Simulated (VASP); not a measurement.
# NaCl in VASP: settings compared

Aim: see how the results for NaCl move with the level of theory and the settings. Levels: r2SCAN, PBE. Tasks: single point.

All numbers are computed with VASP 6.6.1; they aren't measurements. Logs are shortened: lines on timing, memory, paths and dates and some standing lists are left out, and cuts for length are marked.

## 1. The cell of the first run

Symmetry: I4/mmm, No. 139, tetragonal system. The conventional cell has a = 3.904 Å, b = 3.904 Å, c = 5.647 Å, α = 90.00°, β = 90.00°, γ = 90.00°. Within 3.6 Å of Na (site symmetry 4/mmm) lie 6 Cl at 2.76 to 2.82 Å. Cl (site symmetry 4/mmm) has 6 Na at 2.76 to 2.82 Å within 3.6 Å.

## 2. Single point, r2SCAN (epitaxial xy strain -1.5%)

The input, POSCAR:

```
NaCl
1.0
    0.0000000000      2.7606583272      2.8237190504
    2.7606583272      0.0000000000      2.8237190504
    2.7606583272      2.7606583272      0.0000000000
Na Cl
1 1
Direct
    0.0000000000      0.0000000000      0.0000000000
    0.5000000000      0.5000000000      0.5000000000
```

The input, INCAR.step1:

```
SYSTEM = NaCl
  PREC = Accurate
  ENCUT = 520
  ISMEAR = 0
  SIGMA = 0.01
  LREAL = .False.
  LASPH = .True.
  NELM = 80
  NBANDS = 14
  GGA = PE
  ALGO = Normal
  EDIFF = 1E-4
  LWAVE = .True.
  LCHARG = .False.
```

The input, INCAR.step2:

```
SYSTEM = NaCl
  PREC = Accurate
  ENCUT = 520
  EDIFF = 1E-7
  ISMEAR = 0
  SIGMA = 0.01
  LREAL = .False.
  LASPH = .True.
  NELM = 80
  ALGO = Normal
  ISIF = 2
  LWAVE = .False.
  LCHARG = .True.
  METAGGA = R2SCAN
  LMIXTAU = .True.
  LELF = .True.
  LVHAR = .True.
  NBANDS = 14
  ISTART = 1
```

The input, KPOINTS:

```
Automatic mesh
0
Gamma
  8 8 8
  0 0 0
```

Potentials or basis: VASP PAW PBE potentials, release 64 (Na_pv, Cl).

Run with:

```bash
$ cat potpaw_PBE.64/Na_pv/POTCAR potpaw_PBE.64/Cl/POTCAR > POTCAR
$ cp INCAR.step1 INCAR
$ mpirun -np 1 vasp_std > vasp.out
$ cp INCAR.step2 INCAR
$ mpirun -np 1 vasp_std > vasp.out
```

OUTCAR:

```text
SYSTEM = NaCl
   PREC = Accurate
   ENCUT = 520
   EDIFF = 1E-7
   ISMEAR = 0
   LREAL = .False.
   LASPH = .True.
   NELM = 80
   ISIF = 2
   METAGGA = R2SCAN
   ISTART = 1

 ion  position               nearest neighbor table
   1  0.000  0.000  0.000-
   2  0.500  0.500  0.500-

  LATTYP: Found a body centered tetragonal cell.
 ALAT       =     3.9041604474
 C/A-ratio  =     1.4465179331

  Lattice vectors:

 A1 = (  -2.7606583272,   0.0000000000,   2.8237190504)
 A2 = (   2.7606583272,   0.0000000000,   2.8237190504)
 A3 = (   0.0000000000,   2.7606583272,  -2.8237190504)

Analysis of symmetry for initial positions (statically):
=====================================================================
 Subroutine PRICEL returns:
 Original cell was already a primitive cell.

 Routine SETGRP: Setting up the symmetry group for a
 body centered tetragonal supercell.

 Subroutine GETGRP returns: Found 16 space group operations
 (whereof 16 operations were pure point group operations)
 out of a pool of 16 trial point group operations.

The static configuration has the point symmetry D_4h.

Analysis of symmetry for dynamics (positions and initial velocities):
=====================================================================
 Subroutine PRICEL returns:
 Original cell was already a primitive cell.

 Routine SETGRP: Setting up the symmetry group for a
 body centered tetragonal supercell.

 Subroutine GETGRP returns: Found 16 space group operations
 (whereof 16 operations were pure point group operations)
 out of a pool of 16 trial point group operations.

The dynamic configuration has the point symmetry D_4h.

 Subroutine INISYM returns: Found 16 space group operations
 (whereof 16 operations are pure point group operations),
 and found     1 'primitive' translations

----------------------------------------------------------------------------------------

                                     Primitive cell

  volume of cell :      43.0404

  direct lattice vectors                    reciprocal lattice vectors
     0.000000000  2.760658327  2.823719050    -0.181116220  0.181116220  0.177071441
     2.760658327  0.000000000  2.823719050     0.181116220 -0.181116220  0.177071441
     2.760658327  2.760658327  0.000000000     0.181116220  0.181116220 -0.177071441

  length of vectors
     3.949002871  3.949002871  3.904160447     0.311384754  0.311384754  0.311384754

  position of ions in fractional coordinates (direct lattice)
     0.000000000  0.000000000  0.000000000
     0.500000000  0.500000000  0.500000000

  ion indices of the primitive-cell ions
   primitive index   ion index
[... 81 lines left out ...]
   ISYM   =      2    0-nonsym 1-usesym 2-fastsym
   POTIM  = 0.5000    time-step for ionic-motion
   TEBEG  =    0.0;   TEEND  =   0.0 temperature during run
   PSTRESS=    0.0 pullay stress
   NELECT =      14.0000    total number of electrons
   NUPDOWN=      -1.0000    fix difference up-down
   EMIN   =  10.00;   EMAX   =-10.00  energy-range for DOS
   EFERMI =   0.00;   METHOD = LEGACY
   ISMEAR =     0;   SIGMA  =   0.01  broadening in eV -4-tet -1-fermi 0-gaus
   EFERMI_NEDOS =   21; number of points for ismear=-14 and -15
   IALGO  =     38    algorithm
   IMIX   =      4    mixing-type and parameters
     AMIX     =   0.40;   BMIX     =  1.00
     AMIX_MAG =   1.60;   BMIX_MAG =  1.00
  volume/ion in A,a.u.               =      21.52       145.23
  Fermi-wavevector in a.u.,A,eV,Ry     =   1.125879  2.127604 17.246808  1.267605
  Thomas-Fermi vector in A             =   2.262559
   LORBIT       =      0    0 simple, 1 ext, 2 COOP (PROOUT), +10 PAW based schemes
   METAGGA = R2SCAN    functional components
   LHFCALC =     F    Hartree Fock is set to
   AEXX    =    0.0000 exact exchange contribution
   IVDW    =     0    specifies the selected vdW correction
   LEPSILON=     F    determine dielectric tensor
   LRPA    =     F    only Hartree local field effects (RPA)
 non-spin polarized calculation
 Gauss-broadening in eV      SIGMA  =   0.01
  energy-cutoff  :      520.00
  volume of cell :       43.04
 maximum number of plane-waves:      1179
 NGX is ok and might be reduce to    30
   NGX = 15   NGY = 15   NGZ = 15

 number of electron      14.0000012 magnetization

 Free energy of the ion-electron system (eV)
  ---------------------------------------------------
  ext. energy  EPLUGINS =         0.00000000
  ---------------------------------------------------
  free energy    TOTEN  =       -13.78649714 eV

  energy without entropy =      -13.78649714  energy(sigma->0) =      -13.78649714

 E-fermi :  -0.7834     XC(G=0):  -8.8377

 val. band max:       -0.9124942201   @ k =   0.0000   0.0000   0.0000
 cond. band min:       5.1750189416   @ k =   0.0000   0.0000   0.0000
 fundamental gap:      6.0875131617
 Fermi energy:        -0.7834183800

 k-point     1 :       0.0000    0.0000    0.0000
  band No.  band energies     occupation
      1     -22.3675      2.00000
      2     -22.3651      2.00000
      3     -22.3649      2.00000
      4     -14.2415      2.00000
      5      -0.9252      2.00000
      6      -0.9252      2.00000
      7      -0.9125      2.00000
      8       5.1750      0.00000
      9      10.7627      0.00000
     10      10.9377      0.00000
     11      10.9377      0.00000
     12      13.0368      0.00000
     13      13.3224      0.00000
     14      14.8679      0.00000
[... 377 lines left out ...]
      1     -22.3908      2.00000
      2     -22.3704      2.00000
      3     -22.3680      2.00000
      4     -13.9311      2.00000
      5      -2.5155      2.00000
      6      -1.2852      2.00000
      7      -1.2537      2.00000
      8       7.3890      0.00000
      9       9.7056      0.00000
     10      10.7155      0.00000
     11      11.4913      0.00000
     12      13.6372      0.00000
     13      14.9727      0.00000
     14      16.7604      0.00000

 [... further k-points ...]
[... 5 lines left out ...]
  --------------------------------------------------------------------------------------
  -------------------------------------------------------------------------------------
  Total        0.2499491      0.2499491     -0.0631690      0.0000000      0.0000000      0.0000000
  in kB        9.3043358      9.3043358     -2.3514596      0.0000000      0.0000000      0.0000000
  external PRESSURE =       5.4190707 kB  Pullay stress =       0.0000000 kB

 VOLUME and BASIS-vectors are now :
 -----------------------------------------------------------------------------
  energy-cutoff  :      520.00
  volume of cell :       43.04
      direct lattice vectors                 reciprocal lattice vectors
     0.000000000  2.760658327  2.823719050    -0.181116220  0.181116220  0.177071441
     2.760658327  0.000000000  2.823719050     0.181116220 -0.181116220  0.177071441
     2.760658327  2.760658327  0.000000000     0.181116220  0.181116220 -0.177071441

 POSITION                                       TOTAL-FORCE (eV/Angst)
 -----------------------------------------------------------------------------------
      0.00000      0.00000      0.00000        -0.000000      0.000000      0.000000
      2.76066      2.76066      2.82372         0.000000     -0.000000     -0.000000
 -----------------------------------------------------------------------------------
    total drift:                               -0.000000      0.000000      0.000000

  FREE ENERGIE OF THE ION-ELECTRON SYSTEM (eV)
  ---------------------------------------------------
  free  energy   TOTEN  =       -13.7864971377 eV

  energy  without entropy=      -13.7864971377  energy(sigma->0) =      -13.78649714
```

OSZICAR.step1:

```text
N       E                     dE             d eps       ncg     rms          rms(c)
DAV:   1     0.101243486465E+03    0.10124E+03   -0.71103E+03  1664   0.101E+03
DAV:   2     0.106904834411E+01   -0.10017E+03   -0.91887E+02  1810   0.276E+02
DAV:   3    -0.682784966937E+01   -0.78969E+01   -0.78515E+01  2162   0.720E+01
DAV:   4    -0.694587058832E+01   -0.11802E+00   -0.11797E+00  1904   0.952E+00
DAV:   5    -0.694844212522E+01   -0.25715E-02   -0.25714E-02  2174   0.142E+00    0.217E+00
DAV:   6    -0.676310541777E+01    0.18534E+00   -0.30270E-01  2106   0.328E+00    0.162E+00
DAV:   7    -0.675159364401E+01    0.11512E-01   -0.80874E-02  2212   0.167E+00    0.111E+00
DAV:   8    -0.675697711020E+01   -0.53835E-02   -0.95234E-03  1868   0.853E-01    0.305E-01
DAV:   9    -0.675685568345E+01    0.12143E-03   -0.21541E-04  2144   0.115E-01    0.159E-01
DAV:  10    -0.675695912023E+01   -0.10344E-03   -0.28106E-04  1928   0.139E-01    0.612E-02
DAV:  11    -0.675694973092E+01    0.93893E-05   -0.16772E-05  1108   0.414E-02
   1 F= -.67569497E+01 E0= -.67569497E+01  d E =-.549038E-20
```

Wall time 5.8 min (1 thread of AMD EPYC 7R13, shared host); peak memory 0.15 GiB.

Results:

* Free energy: -13.7865 eV
* Pressure: 0.5 GPa
* Band gap on the k mesh: 6.09 eV, direct

Stress tensor (GPa, compression positive):
```
 0.93  0.00  0.00
 0.00  0.93  0.00
 0.00  0.00 -0.24
```

Caveat: the cell differs from its parent crystal (epitaxial xy strain -1.5%); the PAW data sets were made with another functional, which shifts forces and pressure a little.

(Part 1 of 2 ends here.)
